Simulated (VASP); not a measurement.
Wanted: the native input for a VASP 6.6.1 run.

- Task: single point
- Functional: PBE
- Potentials or basis: VASP PAW PBE potentials, release 64 (Hf_pv, O)
- Cutoff: 520 eV
- k mesh: 9 × 9 × 9
- Occupations: fermi-dirac, width 0.01 eV
- Spin: no spin polarisation
- Dipole correction: no
- Further INCAR settings: ALGO = Normal; EDIFF = 1e-06; NBANDS = 18

The structure of HfO2 lies in POSCAR:

```
HfO2
1.0
    0.0000000000      2.5911551753      2.5911551753
    2.5911551753      0.0000000000      2.5911551753
    2.5911551753      2.5911551753      0.0000000000
Hf O
1 2
Direct
    0.0000000000      0.0000000000      0.0000000000
    0.2500000000      0.2500000000      0.2500000000
    0.7500000000      0.7500000000      0.7500000000
```

This cell differs from its parent crystal: volume scaled by 1.04.

One way to write it, as run:

INCAR

```
  PREC = Accurate
  ENCUT = 520
  EDIFF = 1E-6
  ISMEAR = -1
  SIGMA = 0.01
  LREAL = False
  LASPH = True
  NELM = 100
  ALGO = Normal
  ISIF = 2
  LWAVE = False
  LCHARG = False
  GGA = PE
  NBANDS = 18
```

KPOINTS

```
Automatic mesh
0
Gamma
  9 9 9
```

Potentials or basis: VASP PAW PBE potentials, release 64 (Hf_pv, O).

Launch:

```sh
$ cat potpaw_PBE.64/Hf_pv/POTCAR potpaw_PBE.64/O/POTCAR > POTCAR
$ mpirun -np 1 vasp_std > vasp.out
```

Results of the run:

```
Pressure               : -14.1 GPa
Band gap on the k mesh : 3.72 eV, indirect (least direct gap 3.83 eV)
```

Caveat: spin-orbit coupling is left out, which moves the levels of the heavy elements.

Wall time 19 s on 1 thread of Intel(R) Xeon(R) 6975P-C (Granite Rapids) (shared host), peak memory 0.16 GiB.
